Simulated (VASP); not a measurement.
# AlN (drp) (P6_3mc) in VASP: vibrations by perturbation theory with RPBE

Aim: the vibrations by perturbation theory of AlN (drp) with RPBE.

All numbers are computed with VASP 6.6.1; they aren't measurements. Logs are shortened: lines on timing, memory, paths and dates and some standing lists are left out, and cuts for length are marked.

### Step 1. The cell of the first run

The structure is hexagonal, space group P6_3mc (No. 186). Conventional cell: a = 3.149 Å, b = 3.149 Å, c = 5.049 Å, α = 90.00°, β = 90.00°, γ = 120.00°. Al (site symmetry 3m) has 4 N at 1.91 to 1.93 Å within 2.5 Å. Within 2.5 Å of N (site symmetry 3m) lie 4 Al at 1.91 to 1.93 Å.

### Step 2. Vibrations by perturbation theory, RPBE

INCAR

```
SYSTEM = AlN
  ALGO = Normal
  EDIFF = 1E-8
  ENCUT = 520
  GGA = RP
  IBRION = 8
  ISIF = 2
  ISMEAR = 0
  LASPH = .TRUE.
  LCHARG = .FALSE.
  LEPSILON = .TRUE.
  LREAL = .FALSE.
  LWAVE = .FALSE.
  NELM = 60
  NSW = 1
  PREC = Accurate
  SIGMA = 0.01
```

KPOINTS

```
k-points
0
G
  9 9 4
  0 0 0
```

POSCAR

```
AlN
1.0
    3.1486221043      0.0000000000      0.0000000000
   -1.5743110522      2.7267867293      0.0000000000
    0.0000000000      0.0000000000      5.0487586559
Al N
2 2
Direct
    0.6666666667      0.3333333333      0.4992551665
    0.3333333333      0.6666666667      0.9992551665
    0.6666666667      0.3333333333      0.8807448335
    0.3333333333      0.6666666667      0.3807448335
```

Potentials or basis: VASP PAW PBE potentials, release 64 (Al, N).

Run with:

```console
$ cat potpaw_PBE.64/Al/POTCAR potpaw_PBE.64/N/POTCAR > POTCAR
$ mpirun -np 1 vasp_std > vasp.out
```

OUTCAR:

```text
SYSTEM = AlN
   EDIFF = 1E-8
   ENCUT = 520
   GGA = RP
   IBRION = 8
   ISIF = 2
   ISMEAR = 0
   LASPH = .TRUE.
   LEPSILON = .TRUE.
   LREAL = .FALSE.
   NELM = 60
   NSW = 1
   PREC = Accurate

 ion  position               nearest neighbor table
   1  0.667  0.333  0.499-   4 1.91   4 1.91   4 1.91   3 1.93   2 3.11   2 3.11   2 3.11   2 3.11
                             2 3.11   2 3.11
   2  0.333  0.667  0.999-   3 1.91   3 1.91   3 1.91   4 1.93   1 3.11   1 3.11   1 3.11   1 3.11
                             1 3.11   1 3.11
   3  0.667  0.333  0.881-   2 1.91   2 1.91   2 1.91   1 1.93
   4  0.333  0.667  0.381-   1 1.91   1 1.91   1 1.91   2 1.93

  LATTYP: Found a hexagonal cell.
 ALAT       =     3.1486221043
 C/A-ratio  =     1.6034819323

  Lattice vectors:

 A1 = (   3.1486221043,   0.0000000000,   0.0000000000)
 A2 = (  -1.5743110522,   2.7267867293,   0.0000000000)
 A3 = (   0.0000000000,   0.0000000000,   5.0487586559)

Analysis of symmetry for initial positions (statically):
=====================================================================
 Subroutine PRICEL returns:
 Original cell was already a primitive cell.

 Routine SETGRP: Setting up the symmetry group for a
 hexagonal supercell.

 Subroutine GETGRP returns: Found 12 space group operations
 (whereof  6 operations were pure point group operations)
 out of a pool of 24 trial point group operations.

The static configuration has the point symmetry C_3v.
 The point group associated with its full space group is C_6v.

Analysis of symmetry for dynamics (positions and initial velocities):
=====================================================================
 Subroutine PRICEL returns:
 Original cell was already a primitive cell.

 Routine SETGRP: Setting up the symmetry group for a
 hexagonal supercell.

 Subroutine GETGRP returns: Found 12 space group operations
 (whereof  6 operations were pure point group operations)
 out of a pool of 24 trial point group operations.

The dynamic configuration has the point symmetry C_3v.
 The point group associated with its full space group is C_6v.

 Subroutine INISYM returns: Found 12 space group operations
 (whereof  6 operations are pure point group operations),
 and found     1 'primitive' translations

----------------------------------------------------------------------------------------

                                     Primitive cell

  volume of cell :      43.3467

  direct lattice vectors                    reciprocal lattice vectors
     3.148622104  0.000000000  0.000000000     0.317599244  0.183366009  0.000000000
    -1.574311052  2.726786729  0.000000000     0.000000000  0.366732018  0.000000000
     0.000000000  0.000000000  5.048758656     0.000000000  0.000000000  0.198068489

  length of vectors
     3.148622104  3.148622104  5.048758656     0.366732018  0.366732018  0.198068489

  position of ions in fractional coordinates (direct lattice)
     0.666666667  0.333333333  0.499255166
     0.333333333  0.666666667  0.999255166
     0.666666667  0.333333333  0.880744834
     0.333333333  0.666666667  0.380744834
[... 555 lines left out ...]
     0.27645 -0.00000  0.00000
    -0.00000  0.27645  0.00000
     0.00000 -0.00000 -0.43968

[... ionic steps 4 to 9 ...]

--------------------------------------- Ionic step       10  -------------------------------------------

------------------------ aborting loop because EDIFF is reached ----------------------------------------

[... ionic steps 11 to 11 ...]

--------------------------------------- Ionic step       12  -------------------------------------------

 Free energy of the ion-electron system (eV)
  ---------------------------------------------------
  ---------------------------------------------------
  free energy    TOTEN  =        -0.25191577 eV

  energy without entropy =       -0.25191577

------------------------ aborting loop because EDIFF is reached ----------------------------------------

 INTERNAL STRAIN TENSOR  FOR ION    3  DIRECTION 3   (eV/Angst):
 -----------------------------------------------------------------------------
     4.68180 -0.00000  0.00000
    -0.00000  4.68180  0.00000
     0.00000  0.00000-10.38193

 MACROSCOPIC STATIC DIELECTRIC TENSOR (including local field effects in DFT)
 ------------------------------------------------------
           4.493438    -0.000000     0.000000
          -0.000000     4.493438     0.000000
           0.000000     0.000000     4.719088
 ------------------------------------------------------

 PIEZOELECTRIC TENSOR (including local field effects)  for field in x, y, z        (e  Angst)
          XX          YY          ZZ          XY          YZ          ZX
  --------------------------------------------------------------------------------
  x    -0.00000     0.00000     0.00000    -0.00000    -0.00000     0.93152
  y    -0.00000     0.00000    -0.00000    -0.00000     0.93152    -0.00000
  z     0.74794     0.74794    -1.18954    -0.00000     0.00000     0.00000

 PIEZOELECTRIC TENSOR (including local field effects)  for field in x, y, z        (C/m^2)
          XX          YY          ZZ          XY          YZ          ZX
  --------------------------------------------------------------------------------
  x    -0.00000     0.00000     0.00000    -0.00000    -0.00000     0.34431
  y    -0.00000     0.00000    -0.00000    -0.00000     0.34431    -0.00000
  z     0.27645     0.27645    -0.43968    -0.00000     0.00000     0.00000

 BORN EFFECTIVE CHARGES (including local field effects) (in |e|, cummulative output)
 ---------------------------------------------------------------------------------
 ion    1
    1     2.51906    -0.00000     0.00000
    2    -0.00000     2.51906    -0.00000
    3     0.00000    -0.00000     2.67907
 ion    2
    1     2.51906    -0.00000    -0.00000
    2    -0.00000     2.51906     0.00000
    3     0.00000     0.00000     2.67907
 ion    3
    1    -2.51906     0.00000     0.00000
    2     0.00000    -2.51906     0.00000
    3     0.00000    -0.00000    -2.67907
 ion    4
    1    -2.51906     0.00000     0.00000
    2     0.00000    -2.51906     0.00000
    3     0.00000     0.00000    -2.67907

 INTERNAL STRAIN TENSOR FOR ION    4 for displacements in x,y,z  (eV/Angst):
          X           Y           Z          XY          YZ          ZX
  --------------------------------------------------------------------------------
  x     0.00000    -0.00000    -0.00000    -9.21841    -0.00000     4.43313
  y    -9.21841     9.21841     0.00000    -0.00000     4.55229    -0.00000
  z     4.68180     4.68180   -10.38193    -0.00000     0.00000     0.00000

 SECOND DERIVATIVES (NOT SYMMETRIZED)
 ------------------------------------
               1X          1Y          1Z          2X          2Y          2Z          3X          3Y          3Z          4X          4Y          4Z
  1X   -14.300744    0.000000   -0.000000    0.628125   -0.000000    0.000000    1.492234   -0.000000    0.000000   12.180385   -0.000000    0.000000
  1Y     0.000000  -14.300744    0.000000   -0.000000    0.628125    0.000000   -0.000000    1.492234    0.000000   -0.000000   12.180385    0.000000
  1Z     0.000000    0.000000  -19.478651   -0.000000    0.000000    8.015966    0.000000   -0.000000    5.579639   -0.000000    0.000000    5.883046
  2X     0.628125   -0.000000   -0.000000  -14.300744    0.000000   -0.000000   12.180385   -0.000000   -0.000000    1.492234   -0.000000    0.000000
  2Y    -0.000000    0.628125    0.000000    0.000000  -14.300744    0.000000   -0.000000   12.180385   -0.000000   -0.000000    1.492234   -0.000000
  2Z     0.000000   -0.000000    8.015966   -0.000000    0.000000  -19.478651    0.000000   -0.000000    5.883046   -0.000000    0.000000    5.579639
  3X     1.493805   -0.000000    0.000000   12.181404   -0.000000    0.000000  -14.363169    0.000000    0.000000    0.687959   -0.000000    0.000000
  3Y    -0.000000    1.493805    0.000000   -0.000000   12.181404    0.000000    0.000000  -14.363169    0.000000   -0.000000    0.687959    0.000000
  3Z     0.000000    0.000000    5.545548   -0.000000    0.000000    5.912238    0.000000   -0.000000  -18.213786    0.000000   -0.000000    6.755999
  4X    12.181404   -0.000000   -0.000000    1.493805   -0.000000    0.000000    0.687959   -0.000000    0.000000  -14.363169    0.000000    0.000000
  4Y    -0.000000   12.181404    0.000000   -0.000000    1.493805   -0.000000   -0.000000    0.687959   -0.000000    0.000000  -14.363169    0.000000
  4Z    -0.000000    0.000000    5.912238   -0.000000    0.000000    5.545548   -0.000000    0.000000    6.755999   -0.000000    0.000000  -18.213786

 Eigenvectors and eigenvalues of the dynamical matrix
 ----------------------------------------------------

   1 f  =   20.879779 THz   131.191522 2PiTHz  696.474467 cm-1    86.351790 meV
             X         Y         Z           dx          dy          dz
      1.574311  0.908929  2.520619    -0.000000   -0.000000   -0.015934
     -0.000000  1.817858  5.044998    -0.000000   -0.000000    0.015934
      1.574311  0.908929  4.446668     0.000000    0.000000   -0.706927
     -0.000000  1.817858  1.922289     0.000000    0.000000    0.706927
[... 71 lines left out ...]
  12 f/i=    0.001767 THz     0.011102 2PiTHz    0.058940 cm-1     0.007308 meV
             X         Y         Z           dx          dy          dz
      1.574311  0.908929  2.520619     0.000000    0.000000   -0.573701
     -0.000000  1.817858  5.044998     0.000000    0.000000   -0.573701
      1.574311  0.908929  4.446668     0.000000    0.000000   -0.413361
     -0.000000  1.817858  1.922289     0.000000    0.000000   -0.413361

--------------------------------------------------------------------------------------------------------

 MACROSCOPIC STATIC DIELECTRIC TENSOR IONIC CONTRIBUTION
 ------------------------------------------------------
           3.874585    -0.000000    -0.000000
          -0.000000     3.874585    -0.000000
          -0.000000    -0.000000     5.228932
 ------------------------------------------------------

 ELASTIC MODULI CONTR FROM IONIC RELAXATION (kBar)
 Direction    XX          YY          ZZ          XY          YZ          ZX
 --------------------------------------------------------------------------------
 XX        -562.9086    279.4081    314.4096      0.0000     -0.0000      0.0000
 YY         279.4081   -562.9086    314.4096      0.0000      0.0000      0.0000
 ZZ         314.4096    314.4096   -697.3772     -0.0000     -0.0000     -0.0000
 XY           0.0000      0.0000     -0.0000   -421.1584      0.0000     -0.0000
 YZ          -0.0000     -0.0000     -0.0000      0.0000   -100.5617      0.0000
 ZX           0.0000      0.0000     -0.0000     -0.0000      0.0000   -104.8117
 --------------------------------------------------------------------------------

 PIEZOELECTRIC TENSOR IONIC CONTR  for field in x, y, z        (C/m^2)
          XX          YY          ZZ          XY          YZ          ZX
  --------------------------------------------------------------------------------
  x     0.00000     0.00000    -0.00000    -0.00000     0.00000    -0.59964
  y     0.00000     0.00000    -0.00000     0.00000    -0.58736     0.00000
  z    -0.81010    -0.81010     1.79685     0.00000     0.00000     0.00000
```

Wall time 4.3 min (1 thread of Intel Xeon 6975P-C, shared host); peak memory 0.35 GiB.

Results:

* Electronic dielectric tensor (diagonal): 4.49, 4.49, 4.72
* Born charges (mean of the diagonal): Al +2.57; N -2.57 e
* Highest phonon frequency at Γ, LO-TO splitting left out: 696 cm⁻¹

Phonon frequencies in cm⁻¹ (negative: imaginary):
```
              q point                                frequencies
(0.000, 0.000, 0.000)  0 0 0 236 236 526 581 622 622 635 635 696
```

Electronic dielectric tensor:
```
4.49 0.00 0.00
0.00 4.49 0.00
0.00 0.00 4.72
```

Born effective charge tensors (e):
atom 1, Al
```
2.52 0.00 0.00
0.00 2.52 0.00
0.00 0.00 2.68
```
atom 2, Al
```
2.52 0.00 0.00
0.00 2.52 0.00
0.00 0.00 2.68
```
atom 3, N
```
-2.52  0.00  0.00
 0.00 -2.52  0.00
 0.00  0.00 -2.68
```
atom 4, N
```
-2.52  0.00  0.00
 0.00 -2.52  0.00
 0.00  0.00 -2.68
```
